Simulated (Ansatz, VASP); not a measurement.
# Si3N4 in VASP and in Ansatz

```xyz
14
Lattice="0.0000 3.8718 3.8718 3.8718 0.0000 3.8718 3.8718 3.8718 0.0000" Properties=species:S:1:pos:R:3 pbc="T T T"
Si    4.8398    4.8398    4.8398
Si    4.8398    2.9039    2.9039
Si    2.9039    2.9039    4.8398
Si    2.9039    4.8398    2.9039
Si    0.0000    0.0000    0.0000
Si    1.9359    1.9359    1.9359
N     2.9616    2.9616    2.9616
N     6.7180    4.8975    4.8975
N     4.7821    4.7821    2.9616
N     4.8975    6.7180    4.8975
N     2.9616    4.7821    4.7821
N     6.7180    6.7180    6.7180
N     4.7821    2.9616    4.7821
N     4.8975    4.8975    6.7180
```

Alike in both runs: functional PBEsol; k mesh 6 × 6 × 6; no spin polarisation.

Ansatz relaxed the structure, and its values are those at the end. VASP's run is a single point on that final structure, the one shown.

```csv
,VASP,Ansatz
version,VASP 6.6.1,Ansatz 0.2.0
potentials or method,"VASP PAW PBE potentials, release 64 (Si, N), cutoff 520 eV","scalar-relativistic, plane waves, PAW"
occupations,"gaussian, width 0.01 eV",fixed
valence electrons in the cell,64,64
```

VASP gave:

* gap on the k mesh at the Fermi level (eV): 3.28
* least direct gap on the mesh (eV): 3.32
* pressure (GPa): 0.4
* rms of the force components (eV/Å): 0.005

Estimate Ansatz's values.

gap on the k mesh at the Fermi level (eV): 3.29; least direct gap on the mesh (eV): 3.32; pressure (GPa): 0.0; rms of the force components (eV/Å): 0.000.

VASP's potentials were made for PBE, not for PBEsol.
